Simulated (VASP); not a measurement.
# H4C in VASP: notebook

H4C is run at these levels: PBE+D3(BJ); tasks: single point.

Everything below comes from runs of VASP 6.6.1. Logs are shortened: lines on timing, memory, paths and dates and some standing lists are left out, and cuts for length are marked.

### 1 The cell of the first run

The cell holds an amorphous packing of atoms, 40 atoms: a = 5.981 Å, b = 5.981 Å, c = 5.981 Å, α = 90.00°, β = 90.00°, γ = 90.00°.

### 2 Single point, PBE+D3(BJ)

INCAR reads:

```
ALGO = Normal
EDIFF = 1E-6
ENCUT = 520
GGA = PE
GGA_COMPAT = F
ISIF = 2
ISMEAR = -1
IVDW = 12
LASPH = T
LCHARG = F
LREAL = Auto
LWAVE = F
NBANDS = 58
NELM = 120
PREC = Accurate
SIGMA = 0.02
```

KPOINTS reads:

```
k-points
0
Gamma
  1 1 1
```

POSCAR reads:

```
H4C
1.0
    5.9806600000      0.0000000000      0.0000000000
    0.0000000000      5.9806600000      0.0000000000
    0.0000000000      0.0000000000      5.9806600000
C H
8 32
Direct
    0.7115101009     -0.0111693358      0.0033441125
    0.2117993666      1.0408717433      0.8517789007
    0.6225901489     -0.0091963094      0.5013493494
    0.5719602853      0.5004297185      0.7446335354
    0.2281687974      0.6010206231      0.1321091652
    0.0614815087      0.5949510589      0.6442098364
    0.7317419817      0.5457758843      0.2388532369
    0.1420913411      0.1473081566      0.3376216003
    0.7971193815      0.0910601840     -0.1122284163
    0.5484846154     -0.0639561520     -0.0460651500
    0.7201044701      0.0807603174      0.1557687613
    0.8014834483     -0.1732584698      0.0068721512
    0.2713747312      1.0649159123      1.0206064214
    0.1941257319      1.2148324767      0.7819036695
    0.0433396983      0.9862456652      0.8817755900
    0.2996324820      0.9210856327      0.7458541365
    0.5151772547      0.1018115058      0.5922423278
    0.7216594824     -0.0998384794      0.6210016955
    0.7441653597      0.1108406096      0.4208063993
    0.5390542181     -0.1151545147      0.3836031475
    0.6380232282      0.6433403671      0.8309785208
    0.5058137396      0.5529490056      0.5875271291
    0.4451348179      0.4185992850      0.8384693328
    0.7316918200      0.4272939776      0.7147706106
    0.2253597429      0.7748308715      0.1783916825
    0.2786481760      0.5000953072      0.2735985660
    0.3421027111      0.5508923764      0.0065042989
    0.0738212839      0.5516615223      0.0721659482
    0.2397059856      0.5678637475      0.6496941809
    0.0141623165      0.6301144021      0.8102115820
   -0.0355311956      0.4568726529      0.5916403875
    0.0468677370      0.7429280380      0.5388702919
    0.6129758254      0.4171613166      0.3007527597
    0.6537739982      0.6946056121      0.1837255420
    0.8268151007      0.4708677638      0.1099209786
    0.8592697127      0.5763076316      0.3715309013
    0.3058023696      0.1826554260      0.2726454940
    0.1366237171     -0.0322706858      0.3850076747
    0.0138780670      0.1915340447      0.2134714229
    0.1008751542      0.2379001649      0.4759340942
```

Potentials or basis: VASP PAW PBE potentials, release 64 (C, H).

The run is started by

```sh
$ cat potpaw_PBE.64/C/POTCAR potpaw_PBE.64/H/POTCAR > POTCAR
$ mpirun -np 1 vasp_gam > vasp.out
```

OUTCAR:

```text
EDIFF = 1E-6
   ENCUT = 520
   GGA = PE
   ISIF = 2
   ISMEAR = -1
   IVDW = 12
   LASPH = T
   LREAL = Auto
   NELM = 120
   PREC = Accurate
 IVDW          = 12

 ion  position               nearest neighbor table
   1  0.712  0.989  0.003-   9 1.06  11 1.07  10 1.07  12 1.11
   2  0.212  0.041  0.852-  15 1.07  13 1.08  16 1.09  14 1.13
   3  0.623  0.991  0.501-  20 1.07  17 1.07  18 1.08  19 1.13
   4  0.572  0.500  0.745-  23 1.06  24 1.07  22 1.07  21 1.07
   5  0.228  0.601  0.132-  28 1.03  27 1.06  25 1.08  26 1.08
   6  0.061  0.595  0.644-  30 1.05  31 1.06  29 1.08  32 1.09
   7  0.732  0.546  0.239-  34 1.06  35 1.06  33 1.11  36 1.12
   8  0.142  0.147  0.338-  40 1.02  37 1.07  39 1.10  38 1.11
   9  0.797  0.091  0.888-   1 1.06
  10  0.548  0.936  0.954-   1 1.07
  11  0.720  0.081  0.156-   1 1.07
  12  0.801  0.827  0.007-   1 1.11
  13  0.271  0.065  0.021-   2 1.08
  14  0.194  0.215  0.782-   2 1.13
[... 24 lines left out ...]
  39  0.014  0.192  0.213-   8 1.10
  40  0.101  0.238  0.476-   8 1.02

  LATTYP: Found a simple cubic cell.
 ALAT       =     5.9806600000

  Lattice vectors:

 A1 = (   5.9806600000,   0.0000000000,   0.0000000000)
 A2 = (   0.0000000000,   5.9806600000,   0.0000000000)
 A3 = (   0.0000000000,   0.0000000000,   5.9806600000)

Analysis of symmetry for initial positions (statically):
=====================================================================
 Subroutine PRICEL returns:
 Original cell was already a primitive cell.

 Routine SETGRP: Setting up the symmetry group for a
 simple cubic supercell.

 Subroutine GETGRP returns: Found  1 space group operations
 (whereof  1 operations were pure point group operations)
 out of a pool of 48 trial point group operations.

The static configuration has the point symmetry C_1 .

Analysis of symmetry for dynamics (positions and initial velocities):
=====================================================================
 Subroutine PRICEL returns:
 Original cell was already a primitive cell.

 Routine SETGRP: Setting up the symmetry group for a
 simple cubic supercell.

 Subroutine GETGRP returns: Found  1 space group operations
 (whereof  1 operations were pure point group operations)
 out of a pool of 48 trial point group operations.

The dynamic configuration has the point symmetry C_1 .

 Subroutine INISYM returns: Found  1 space group operations
 (whereof  1 operations are pure point group operations),
 and found     1 'primitive' translations

----------------------------------------------------------------------------------------

                                     Primitive cell

  volume of cell :     213.9180

  direct lattice vectors                    reciprocal lattice vectors
     5.980660000  0.000000000  0.000000000     0.167205626  0.000000000  0.000000000
     0.000000000  5.980660000  0.000000000     0.000000000  0.167205626  0.000000000
     0.000000000  0.000000000  5.980660000     0.000000000  0.000000000  0.167205626

  length of vectors
     5.980660000  5.980660000  5.980660000     0.167205626  0.167205626  0.167205626

  position of ions in fractional coordinates (direct lattice)
     0.711510101  0.988830664  0.003344113
     0.211799367  0.040871743  0.851778901
     0.622590149  0.990803691  0.501349349
     0.571960285  0.500429719  0.744633535
     0.228168797  0.601020623  0.132109165
     0.061481509  0.594951059  0.644209836
[... 32 lines left out ...]
     0.013878067  0.191534045  0.213471423
     0.100875154  0.237900165  0.475934094

  ion indices of the primitive-cell ions
   primitive index   ion index
                 1           1
                 2           2
                 3           3
                 4           4
                 5           5
                 6           6
[... 32 lines left out ...]
                39          39
                40          40

----------------------------------------------------------------------------------------

 KPOINTS: k-points

Automatic generation of k-mesh.
 Grid dimensions read from file:
 generate k-points for:    1    1    1

 Generating k-lattice:

  Cartesian coordinates                     Fractional coordinates (reciprocal lattice)
     0.167205626  0.000000000  0.000000000     1.000000000  0.000000000  0.000000000
     0.000000000  0.167205626  0.000000000     0.000000000  1.000000000  0.000000000
     0.000000000  0.000000000  0.167205626     0.000000000  0.000000000  1.000000000

  Length of vectors
     0.167205626  0.167205626  0.167205626

  Shift w.r.t. Gamma in fractional coordinates (k-lattice)
     0.000000000  0.000000000  0.000000000

 Subroutine IBZKPT returns following result:
 ===========================================

 Found      1 irreducible k-points:

 Following reciprocal coordinates:
            Coordinates               Weight
  0.000000  0.000000  0.000000      1.000000
   k-points           NKPTS =      1   k-points in BZ     NKDIM =      1   number of bands    NBANDS=     58
   number of dos      NEDOS =    301   number of ions     NIONS =     40
   total plane-waves  NPLWV = 110592
   dimension x,y,z NGX =    48 NGY =   48 NGZ =   48
   dimension x,y,z NGXF=    96 NGYF=   96 NGZF=   96
   ions per type =               8  32
   NGX,Y,Z   is equivalent  to a cutoff of  13.34, 13.34, 13.34 a.u.
   NGXF,Y,Z  is equivalent  to a cutoff of  26.69, 26.69, 26.69 a.u.
 SYSTEM =  unknown system
   PREC   = accura    normal or accurate (medium, high low for compatibility)
   ISTART =      0    job   : 0-new  1-cont  2-samecut
   ICHARG =      2    charge: 1-file 2-atom 10-const
   ISPIN  =      1    spin polarized calculation?
   LNONCOLLINEAR =      F non collinear calculations
   LSORBIT =      F    spin-orbit coupling
   LASPH  =      T    aspherical Exc in radial PAW
   ENCUT  =  520.0 eV  38.22 Ry    6.18 a.u.  11.12 11.12 11.12*2*pi/ulx,y,z
   NELM   =    120;   NELMIN=  2; NELMDL= -5     # of ELM steps
   EDIFF  = 0.1E-05   stopping-criterion for ELM
   LREAL  =      T    real-space projection
   EDIFFG = 0.1E-04   stopping-criterion for IOM
   NSW    =      0    number of steps for IOM
   IBRION =     -1    ionic relax: 0-MD 1-quasi-New 2-CG
   NFREE  =      0    steps in history (QN), initial steepest desc. (CG)
   ISIF   =      2    stress and relaxation
   ISYM   =      2    0-nonsym 1-usesym 2-fastsym
   POTIM  = 0.5000    time-step for ionic-motion
   TEBEG  =    0.0;   TEEND  =   0.0 temperature during run
   PSTRESS=    0.0 pullay stress
   NELECT =      64.0000    total number of electrons
   NUPDOWN=      -1.0000    fix difference up-down
   EMIN   =  10.00;   EMAX   =-10.00  energy-range for DOS
   EFERMI =   0.00;   METHOD = LEGACY
   ISMEAR =    -1;   SIGMA  =   0.02  broadening in eV -4-tet -1-fermi 0-gaus
   EFERMI_NEDOS =   21; number of points for ismear=-14 and -15
   IALGO  =     38    algorithm
   IMIX   =      4    mixing-type and parameters
     AMIX     =   0.40;   BMIX     =  1.00
     AMIX_MAG =   1.60;   BMIX_MAG =  1.00
  volume/ion in A,a.u.               =       5.35        36.09
  Fermi-wavevector in a.u.,A,eV,Ry     =   1.094928  2.069115 16.311591  1.198868
  Thomas-Fermi vector in A             =   2.231242
   LORBIT       =      0    0 simple, 1 ext, 2 COOP (PROOUT), +10 PAW based schemes
   GGA     = PE    functional components
   LHFCALC =     F    Hartree Fock is set to
   AEXX    =    0.0000 exact exchange contribution
   IVDW    =    12    specifies the selected vdW correction
   LEPSILON=     F    determine dielectric tensor
   LRPA    =     F    only Hartree local field effects (RPA)
 non-spin polarized calculation
  energy-cutoff  :      520.00
  volume of cell :      213.92
 maximum number of plane-waves:      2872
 NGX is ok and might be reduce to    48
   NGX = 23   NGY = 23   NGZ = 23

 number of electron      63.9999998 magnetization

 Free energy of the ion-electron system (eV)
  ---------------------------------------------------
  ext. energy  EPLUGINS =         0.00000000
  ---------------------------------------------------
  free energy    TOTEN  =      -184.14494089 eV

  energy without entropy =     -184.14494089  energy(sigma->0) =     -184.14494089

 E-fermi :  -1.6328     XC(G=0):  -8.8918

 val. band max:       -2.1679783422   @ k =   0.0000   0.0000   0.0000
 cond. band min:       5.2002146132   @ k =   0.0000   0.0000   0.0000
 fundamental gap:      7.3681929554
 Fermi energy:        -1.6328449110

 k-point     1 :       0.0000    0.0000    0.0000
  band No.  band energies     occupation
      1     -14.2681      2.00000
      2     -12.8967      2.00000
      3     -12.6955      2.00000
      4     -12.3193      2.00000
      5     -12.0140      2.00000
      6     -11.9648      2.00000
[... 36 lines left out ...]
     43       8.6403      0.00000
     44       8.7996      0.00000
 [bands above 44 left out]

------------------------ aborting loop because EDIFF is reached ----------------------------------------

 Edisp (eV)   -2.64636

 E8    (eV) :    -0.5737

  FORCE on cell =-STRESS in cart. coord.  units (eV):
  Direction    XX          YY          ZZ          XY          YZ          ZX
  --------------------------------------------------------------------------------------
  -------------------------------------------------------------------------------------
  Total      24.49472    11.55139    29.16708    -1.07527     1.54018    -3.06123
  in kB     183.45761    86.51621   218.45212    -8.05339    11.53544   -22.92759
  external pressure =      162.81 kB  Pullay stress =        0.00 kB

 VOLUME and BASIS-vectors are now :
 -----------------------------------------------------------------------------
  energy-cutoff  :      520.00
  volume of cell :      213.92
      direct lattice vectors                 reciprocal lattice vectors
     5.980660000  0.000000000  0.000000000     0.167205626  0.000000000  0.000000000
     0.000000000  5.980660000  0.000000000     0.000000000  0.167205626  0.000000000
     0.000000000  0.000000000  5.980660000     0.000000000  0.000000000  0.167205626

 POSITION                                       TOTAL-FORCE (eV/Angst)
 -----------------------------------------------------------------------------------
      4.25530      5.91386      0.02000         0.869541     -1.050138      0.042448
      1.26670      0.24444      5.09420        -0.897235      1.230630     -0.035240
      3.72350      5.92566      2.99840         1.312290      1.489176      0.245427
      3.42070      2.99290      4.45340         1.192310      0.517260     -0.310852
      1.36460      3.59450      0.79010         1.164105      0.038184      1.142784
      0.36770      3.55820      3.85280         1.133790      1.162098     -0.083762
[... 32 lines left out ...]
      0.08300      1.14550      1.27670         0.458596     -0.297342      0.030111
      0.60330      1.42280      2.84640        -0.143374      1.329324      1.997228
 -----------------------------------------------------------------------------------
    total drift:                               -0.008829     -0.000205     -0.004972

  FREE ENERGIE OF THE ION-ELECTRON SYSTEM (eV)
  ---------------------------------------------------
  free  energy   TOTEN  =      -186.7913004520 eV

  energy  without entropy=     -186.7913004520  energy(sigma->0) =     -186.79130045
```

Run time: 22 s. Hardware: 1 thread of Intel Xeon 6975P-C (Granite Rapids), shared host; peak memory 0.33 GiB.

Results:

- Free energy: -186.7913 eV
- Pressure: 16.3 GPa
- Largest force: 2.770 eV/Å
- Band gap on the k mesh: 7.37 eV
- Dispersion energy per atom: -0.066 eV

Forces in eV/Å, atoms in the order of the input:
```
C    0.870 -1.050  0.042
C   -0.897  1.231 -0.035
C    1.312  1.489  0.245
C    1.192  0.517 -0.311
C    1.164  0.038  1.143
C    1.134  1.162 -0.084
C    0.364 -1.726  2.135
C   -0.694 -1.892 -1.408
H   -0.127  0.745 -1.066
H   -0.411  0.385  0.124
H   -0.179 -0.220  0.187
H    0.369  1.160  0.246
H    0.755 -0.384 -0.704
H    0.338 -1.045  0.030
H    0.226 -0.272 -0.548
H    0.082  0.520  0.281
H   -0.584 -0.056  0.192
H   -0.085 -0.498 -0.187
H   -0.708 -0.830  0.363
H   -0.322 -0.103 -0.089
H   -0.742  0.643  0.350
H   -0.124  0.207 -0.587
H    0.383 -1.114  0.168
H   -0.334 -1.690  0.114
H    0.361  0.183 -0.393
H   -0.158  0.181  0.315
H    0.545  0.773 -0.294
H   -1.304 -0.369 -0.280
H   -0.326 -0.327 -0.182
H   -0.596  0.676  0.705
H    0.028 -0.529 -0.537
H   -0.553 -0.207  0.173
H    0.301  0.560 -0.161
H   -0.563  0.218  0.237
H    0.078 -0.591 -1.008
H   -1.306  0.093 -1.053
H    0.436  0.340  0.119
H   -0.239  0.749 -0.268
H    0.459 -0.297  0.030
H   -0.143  1.329  1.997
```

Stress tensor (GPa, compression positive):
```
18.35 -0.81 -2.29
-0.81  8.65  1.15
-2.29  1.15 21.85
```

Caveat: the k points lie up to 1.05 Å⁻¹ apart.

[end of part 1 of 2]
